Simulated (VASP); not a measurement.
A run of VASP 6.6.1:

Contents of INCAR:

```
SYSTEM = SiC
PREC     = Accurate       ! precision mode
ENCUT    = 520            ! plane-wave cutoff, eV
EDIFF    = 1E-7           ! SCF threshold, eV
ISMEAR   = 0              ! smearing method
SIGMA    = 0.05           ! smearing width, eV
LREAL    = .FALSE.        ! projectors in reciprocal space
LASPH    = .TRUE.         ! aspherical terms in the spheres
NELM     = 80             ! most SCF steps
ALGO     = Normal         ! electronic algorithm
ISIF     = 2              ! what is computed and relaxed
LWAVE    = .FALSE.        ! write WAVECAR
LCHARG   = .FALSE.        ! write CHGCAR
GGA      = PE             ! functional
NBANDS   = 11             ! bands
```

Contents of KPOINTS:

```
Automatic mesh
0
G
  8 8 8
  0 0 0
```

Contents of POSCAR:

```
SiC
1.0
    0.0000000000      2.1644102368      2.1644102368
    2.1644102368      0.0000000000      2.1644102368
    2.1644102368      2.1644102368      0.0000000000
Si C
1 1
Direct
    0.0000000000      0.0000000000      0.0000000000
    0.2500000000      0.2500000000      0.2500000000
```

Potentials or basis: VASP PAW PBE potentials, release 64 (Si, C).

Command:

```console
$ cat potpaw_PBE.64/Si/POTCAR potpaw_PBE.64/C/POTCAR > POTCAR
$ mpirun -np 1 vasp_std > vasp.out
```

Hardware: 1 thread of AMD EPYC 7R13 Processor (Zen 3) (shared host).

**Question.** Estimate the wall time of this run.

**Answer.** Run time: 5 s on 1 thread of AMD EPYC 7R13 Processor (Zen 3), with other jobs on the host, peak memory 0.1 GiB. Counts: scf iterations 13, k points 29.
